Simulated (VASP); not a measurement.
# BiTe (I4/mmm) in VASP: notebook, part 2 of 2

VASP 6.6.1.

### 3 Single point, PBE (strain -0.030 along x and y, +0.000 along z)

The input, INCAR:

```
ALGO = Normal ; EDIFF = 1E-7
ENCUT = 520 ; GGA = PE
ISIF = 2 ; ISMEAR = 0
LASPH = True ; LCHARG = False
LREAL = False ; LWAVE = False
NBANDS = 18 ; NELM = 100
PREC = Accurate ; SIGMA = 0.15
```

The input, KPOINTS:

```
k-points
0
Gamma
  16 16 16
```

The input, POSCAR:

```
BiTe
1.0
    0.0000000000      3.1536583361      3.2511941609
    3.1536583361      0.0000000000      3.2511941609
    3.1536583361      3.1536583361      0.0000000000
Bi Te
1 1
Direct
    0.0000000000      0.0000000000      0.0000000000
    0.5000000000      0.5000000000      0.5000000000
```

Potentials or basis: VASP PAW PBE potentials, release 64 (Bi_d, Te).

Run with:

```bash
> cat potpaw_PBE.64/Bi_d/POTCAR potpaw_PBE.64/Te/POTCAR > POTCAR
> mpirun -np 1 vasp_std > vasp.out
```

OUTCAR:

```text
EDIFF = 1E-7
   ENCUT = 520
   GGA = PE
   ISIF = 2
   ISMEAR = 0
   LASPH = True
   LREAL = False
   NELM = 100
   PREC = Accurate

 ion  position               nearest neighbor table
   1  0.000  0.000  0.000-   2 3.15   2 3.15   2 3.15   2 3.15   2 3.25   2 3.25
   2  0.500  0.500  0.500-   1 3.15   1 3.15   1 3.15   1 3.15   1 3.25   1 3.25

  LATTYP: Found a body centered tetragonal cell.
 ALAT       =     4.4599463900
 C/A-ratio  =     1.4579521261

  Lattice vectors:

 A1 = (  -3.1536583361,   0.0000000000,   3.2511941609)
 A2 = (   3.1536583361,   0.0000000000,   3.2511941609)
 A3 = (   0.0000000000,   3.1536583361,  -3.2511941609)

Analysis of symmetry for initial positions (statically):
=====================================================================
 Subroutine PRICEL returns:
 Original cell was already a primitive cell.

 Routine SETGRP: Setting up the symmetry group for a
 body centered tetragonal supercell.

 Subroutine GETGRP returns: Found 16 space group operations
 (whereof 16 operations were pure point group operations)
 out of a pool of 16 trial point group operations.

The static configuration has the point symmetry D_4h.

Analysis of symmetry for dynamics (positions and initial velocities):
=====================================================================
 Subroutine PRICEL returns:
 Original cell was already a primitive cell.

 Routine SETGRP: Setting up the symmetry group for a
 body centered tetragonal supercell.

 Subroutine GETGRP returns: Found 16 space group operations
 (whereof 16 operations were pure point group operations)
 out of a pool of 16 trial point group operations.

The dynamic configuration has the point symmetry D_4h.

 Subroutine INISYM returns: Found 16 space group operations
 (whereof 16 operations are pure point group operations),
 and found     1 'primitive' translations

----------------------------------------------------------------------------------------

                                     Primitive cell

  volume of cell :      64.6699

  direct lattice vectors                    reciprocal lattice vectors
     0.000000000  3.153658336  3.251194161    -0.158546027  0.158546027  0.153789646
     3.153658336  0.000000000  3.251194161     0.158546027 -0.158546027  0.153789646
     3.153658336  3.153658336  0.000000000     0.158546027  0.158546027 -0.153789646

  length of vectors
     4.529439742  4.529439742  4.459946390     0.271891413  0.271891413  0.271891413

  position of ions in fractional coordinates (direct lattice)
     0.000000000  0.000000000  0.000000000
     0.500000000  0.500000000  0.500000000

  ion indices of the primitive-cell ions
   primitive index   ion index
                 1           1
                 2           2

----------------------------------------------------------------------------------------

 KPOINTS: k-points

Automatic generation of k-mesh.
 Grid dimensions read from file:
 generate k-points for:   16   16   16

 Generating k-lattice:

  Cartesian coordinates                     Fractional coordinates (reciprocal lattice)
    -0.009909127  0.009909127  0.009611853     0.062500000 -0.000000000  0.000000000
     0.009909127 -0.009909127  0.009611853    -0.000000000  0.062500000  0.000000000
     0.009909127  0.009909127 -0.009611853     0.000000000  0.000000000  0.062500000

  Length of vectors
     0.016993213  0.016993213  0.016993213

  Shift w.r.t. Gamma in fractional coordinates (k-lattice)
     0.000000000  0.000000000  0.000000000

 Subroutine IBZKPT returns following result:
 ===========================================

 Found    349 irreducible k-points:

 Following reciprocal coordinates:
            Coordinates               Weight
  0.000000  0.000000  0.000000      1.000000
  0.062500 -0.000000  0.000000      8.000000
  0.125000 -0.000000  0.000000      8.000000
  0.187500 -0.000000  0.000000      8.000000
  0.250000 -0.000000  0.000000      8.000000
  0.312500  0.000000  0.000000      8.000000
[... 16 lines left out ...]
 -0.125000  0.062500  0.000000      8.000000
 -0.062500  0.062500  0.000000      4.000000
 [... further k-points ...]
   k-points           NKPTS =    349   k-points in BZ     NKDIM =    349   number of bands    NBANDS=     18
   number of dos      NEDOS =    301   number of ions     NIONS =      2
   total plane-waves  NPLWV =  46656
   dimension x,y,z NGX =    36 NGY =   36 NGZ =   36
   dimension x,y,z NGXF=    72 NGYF=   72 NGZF=   72
   ions per type =               1   1
   NGX,Y,Z   is equivalent  to a cutoff of  13.21, 13.21, 13.42 a.u.
   NGXF,Y,Z  is equivalent  to a cutoff of  26.43, 26.43, 26.84 a.u.
 SYSTEM =  unknown system
   PREC   = accura    normal or accurate (medium, high low for compatibility)
   ISTART =      0    job   : 0-new  1-cont  2-samecut
   ICHARG =      2    charge: 1-file 2-atom 10-const
   ISPIN  =      1    spin polarized calculation?
   LNONCOLLINEAR =      F non collinear calculations
   LSORBIT =      F    spin-orbit coupling
   LASPH  =      T    aspherical Exc in radial PAW
   ENCUT  =  520.0 eV  38.22 Ry    6.18 a.u.   8.42  8.42  8.29*2*pi/ulx,y,z
   NELM   =    100;   NELMIN=  2; NELMDL= -5     # of ELM steps
   EDIFF  = 0.1E-06   stopping-criterion for ELM
   LREAL  =      F    real-space projection
   EDIFFG = 0.1E-05   stopping-criterion for IOM
   NSW    =      0    number of steps for IOM
   IBRION =     -1    ionic relax: 0-MD 1-quasi-New 2-CG
   NFREE  =      0    steps in history (QN), initial steepest desc. (CG)
   ISIF   =      2    stress and relaxation
   ISYM   =      2    0-nonsym 1-usesym 2-fastsym
   POTIM  = 0.5000    time-step for ionic-motion
   TEBEG  =    0.0;   TEEND  =   0.0 temperature during run
   PSTRESS=    0.0 pullay stress
   NELECT =      21.0000    total number of electrons
   NUPDOWN=      -1.0000    fix difference up-down
   EMIN   =  10.00;   EMAX   =-10.00  energy-range for DOS
   EFERMI =   0.00;   METHOD = LEGACY
   ISMEAR =     0;   SIGMA  =   0.15  broadening in eV -4-tet -1-fermi 0-gaus
   EFERMI_NEDOS =   21; number of points for ismear=-14 and -15
   IALGO  =     38    algorithm
   IMIX   =      4    mixing-type and parameters
     AMIX     =   0.40;   BMIX     =  1.00
     AMIX_MAG =   1.60;   BMIX_MAG =  1.00
  volume/ion in A,a.u.               =      32.33       218.21
  Fermi-wavevector in a.u.,A,eV,Ry     =   1.125245  2.126405 17.227383  1.266177
  Thomas-Fermi vector in A             =   2.261921
   LORBIT       =      0    0 simple, 1 ext, 2 COOP (PROOUT), +10 PAW based schemes
   GGA     = PE    functional components
   LHFCALC =     F    Hartree Fock is set to
   AEXX    =    0.0000 exact exchange contribution
   IVDW    =     0    specifies the selected vdW correction
   LEPSILON=     F    determine dielectric tensor
   LRPA    =     F    only Hartree local field effects (RPA)
 non-spin polarized calculation
 Gauss-broadening in eV      SIGMA  =   0.15
  energy-cutoff  :      520.00
  volume of cell :       64.67
 maximum number of plane-waves:      1769
 NGX is ok and might be reduce to    36
   NGX = 17   NGY = 17   NGZ = 17

 number of electron      21.0000003 magnetization

 Free energy of the ion-electron system (eV)
  ---------------------------------------------------
  ext. energy  EPLUGINS =         0.00000000
  ---------------------------------------------------
  free energy    TOTEN  =        -7.12901150 eV

  energy without entropy =       -7.11325229  energy(sigma->0) =       -7.12113189

 E-fermi :   7.2323     XC(G=0):  -9.6397

 val. band max:        7.2287542627   @ k =   0.2500  -0.0000   0.0625
 cond. band min:       7.2331319303   @ k =  -0.4375   0.0625   0.0000
 fundamental gap:      0.0043776675
 Fermi energy:         7.2323306423

 k-point     1 :       0.0000    0.0000    0.0000
  band No.  band energies     occupation
      1     -15.9638      2.00000
      2     -15.9575      2.00000
      3     -15.9433      2.00000
      4     -15.9421      2.00000
      5     -15.9421      2.00000
      6      -6.6396      2.00000
[... 10 lines left out ...]
     17      13.2352      0.00000
     18      13.6574      0.00000
[... 463 lines left out ...]
 k-point    24 :      -0.0625    0.0625    0.0000
  band No.  band energies     occupation
      1     -15.9648      2.00000
      2     -15.9565      2.00000
      3     -15.9430      2.00000
      4     -15.9422      2.00000
      5     -15.9417      2.00000
      6      -6.5368      2.00000
[... 10 lines left out ...]
     17      13.3632      0.00000
     18      14.4387      0.00000

 [... further k-points ...]

------------------------ aborting loop because EDIFF is reached ----------------------------------------

  FORCE on cell =-STRESS in cart. coord.  units (eV):
  Direction    XX          YY          ZZ          XY          YZ          ZX
  --------------------------------------------------------------------------------------
  -------------------------------------------------------------------------------------
  Total        1.7817351      1.7817351      0.5335467      0.0000000      0.0000000      0.0000000
  in kB       44.1419512     44.1419512     13.2184588      0.0000000      0.0000000      0.0000000
  external PRESSURE =      33.8341204 kB  Pullay stress =       0.0000000 kB

 VOLUME and BASIS-vectors are now :
 -----------------------------------------------------------------------------
  energy-cutoff  :      520.00
  volume of cell :       64.67
      direct lattice vectors                 reciprocal lattice vectors
     0.000000000  3.153658336  3.251194161    -0.158546027  0.158546027  0.153789646
     3.153658336  0.000000000  3.251194161     0.158546027 -0.158546027  0.153789646
     3.153658336  3.153658336  0.000000000     0.158546027  0.158546027 -0.153789646

 POSITION                                       TOTAL-FORCE (eV/Angst)
 -----------------------------------------------------------------------------------
      0.00000      0.00000      0.00000        -0.000000      0.000000      0.000000
      3.15366      3.15366      3.25119         0.000000     -0.000000     -0.000000
 -----------------------------------------------------------------------------------
    total drift:                               -0.000000      0.000000      0.000000

  FREE ENERGIE OF THE ION-ELECTRON SYSTEM (eV)
  ---------------------------------------------------
  free  energy   TOTEN  =        -7.1290114966 eV

  energy  without entropy=       -7.1132522874  energy(sigma->0) =       -7.12113189
```

OSZICAR:

```text
N       E                     dE             d eps       ncg     rms          rms(c)
DAV:   1     0.159457336752E+03    0.15946E+03   -0.98969E+03 12588   0.113E+03
DAV:   2     0.488157574989E+01   -0.15458E+03   -0.15050E+03 13358   0.308E+02
DAV:   3    -0.681241609265E+01   -0.11694E+02   -0.11542E+02 15616   0.892E+01
DAV:   4    -0.713250558794E+01   -0.32009E+00   -0.31959E+00 15176   0.156E+01
DAV:   5    -0.714601513473E+01   -0.13510E-01   -0.13509E-01 17442   0.308E+00    0.691E+00
DAV:   6    -0.712553952800E+01    0.20476E-01   -0.69572E-02 17778   0.168E+00    0.427E+00
DAV:   7    -0.712934775337E+01   -0.38082E-02   -0.25953E-02 14494   0.858E-01    0.402E-01
DAV:   8    -0.712888970962E+01    0.45804E-03   -0.46300E-03 15936   0.462E-01    0.132E-01
DAV:   9    -0.712901078737E+01   -0.12108E-03   -0.40431E-04 14354   0.117E-01    0.572E-02
DAV:  10    -0.712901177996E+01   -0.99259E-06   -0.10776E-05 18026   0.207E-02    0.349E-02
DAV:  11    -0.712901057587E+01    0.12041E-05   -0.47451E-06 13484   0.107E-02    0.269E-02
DAV:  12    -0.712901108669E+01   -0.51083E-06   -0.11588E-07 12832   0.254E-03    0.958E-03
DAV:  13    -0.712901140516E+01   -0.31846E-06   -0.87124E-08 10946   0.133E-03    0.563E-03
DAV:  14    -0.712901149663E+01   -0.91472E-07   -0.12683E-08  7180   0.888E-04
   1 F= -.71290115E+01 E0= -.71211319E+01  d E =-.157592E-01
```

stdout:

```text
POSCAR found type information on POSCAR BiTe
 POSCAR found :  2 types and       2 ions
 scaLAPACK will be used
 LDA part: xc-table for (Slater+PW92), standard interpolation
 POSCAR, INCAR and KPOINTS ok, starting setup
 FFT: planning ... GRIDC
 FFT: planning ... GRID_SOFT
 FFT: planning ... GRID
 WAVECAR not read
 entering main loop
```

Run time: 3.2 min. Hardware: 1 thread of AMD EPYC 9R45 (Zen 5), shared host; peak memory 0.49 GiB.

Results:

| Item | Value |
| --- | --- |
| Free energy | -7.1290 eV |
| Pressure | 3.4 GPa |
| Band gap on the k mesh | zero (an odd number of electrons rules out a gap without spin polarisation) |

Caveat: the cell differs from its parent crystal (strain -0.030 along x and y, +0.000 along z); the cell stands under pressure; spin-orbit coupling is left out, which moves the levels of the heavy elements; an odd number of electrons without spin polarisation forces a metal; a magnetic or distorted state may lie lower.

### 4 Single point, PBE (strain -0.015 along x and y, -0.030 along z)

The input, INCAR:

```
ALGO = Normal
EDIFF = 1E-6
ENCUT = 520
GGA = PE
ISIF = 2
ISMEAR = 0
LASPH = T
LCHARG = F
LREAL = F
LWAVE = F
NBANDS = 18
NELM = 60
PREC = Accurate
SIGMA = 0.15
```

KPOINTS is that of step 3.

The input, POSCAR:

```
BiTe
1.0
    0.0000000000      3.2024262485      3.1536583361
    3.2024262485      0.0000000000      3.1536583361
    3.2024262485      3.2024262485      0.0000000000
Bi Te
1 1
Direct
    0.0000000000      0.0000000000      0.0000000000
    0.5000000000      0.5000000000      0.5000000000
```

Run with:

```bash
> cat potpaw_PBE.64/Bi_d/POTCAR potpaw_PBE.64/Te/POTCAR > POTCAR
> mpirun -np 1 vasp_std > vasp.out
```

Run time: 2.8 min. Hardware: 1 thread of AMD EPYC 9R45 (Zen 5), shared host; peak memory 0.49 GiB.

The run converged. Its results:

- Free energy: -7.1388 eV
- Pressure: 3.3 GPa
- Band gap on the k mesh: zero (an odd number of electrons rules out a gap without spin polarisation)

Stress tensor (GPa, compression positive):
```
2.78 0.00 0.00
0.00 2.78 0.00
0.00 0.00 4.32
```

Levels at points of the mesh, in eV from the Fermi level:
| k point | band 7 | band 8 | band 9 | band 10 | band 11 | band 12 | band 13 | band 14 |
| --- | --- | --- | --- | --- | --- | --- | --- | --- |
| (0.00, 0.00, 0.00) | -7.96 | -2.82 | -2.61 | -2.61 | 2.12 | 2.12 | 2.50 | 4.55 |
| (0.50, 0.00, 0.00) | -11.42 | -2.04 | -2.01 | -1.58 | -0.86 | -0.72 | -0.66 | 7.42 |
| (0.50, 0.50, 0.00) | -10.09 | -6.02 | -4.26 | -4.26 | 2.05 | 3.77 | 3.77 | 5.46 |
| (0.50, 0.00, 0.50) | -9.91 | -5.96 | -4.34 | -4.13 | 2.08 | 3.63 | 4.02 | 5.22 |

Caveat: the cell differs from its parent crystal (strain -0.015 along x and y, -0.030 along z); the cell stands under pressure; spin-orbit coupling is left out, which moves the levels of the heavy elements; an odd number of electrons without spin polarisation forces a metal; a magnetic or distorted state may lie lower.

### 5 Summary

| cell | gap on the mesh (eV) | pressure (GPa) |
| --- | --- | --- |
| a = 4.495, b = 4.495, c = 4.460 Å, angles 60.3, 60.3, 59.5°, 2 atoms | none | 4.3 |
| a = 4.529, b = 4.529, c = 4.460 Å, angles 60.5, 60.5, 59.0°, 2 atoms | none | 3.4 |
| a = 4.495, b = 4.495, c = 4.529 Å, angles 59.7, 59.7, 60.5°, 2 atoms | none | 3.3 |

Alike in all rows: task single point; level PBE; potentials or basis VASP PAW PBE potentials, release 64 (Bi_d, Te); no spin polarisation; k mesh 16 × 16 × 16; cutoff (eV) 520; smearing gaussian 0.15 eV.

Caveats: the cell stands under pressure; spin-orbit coupling is left out, which moves the levels of the heavy elements; an odd number of electrons without spin polarisation forces a metal; a magnetic or distorted state may lie lower.

Total energies depend on the potentials used, so only differences within one code and one set of settings carry meaning.
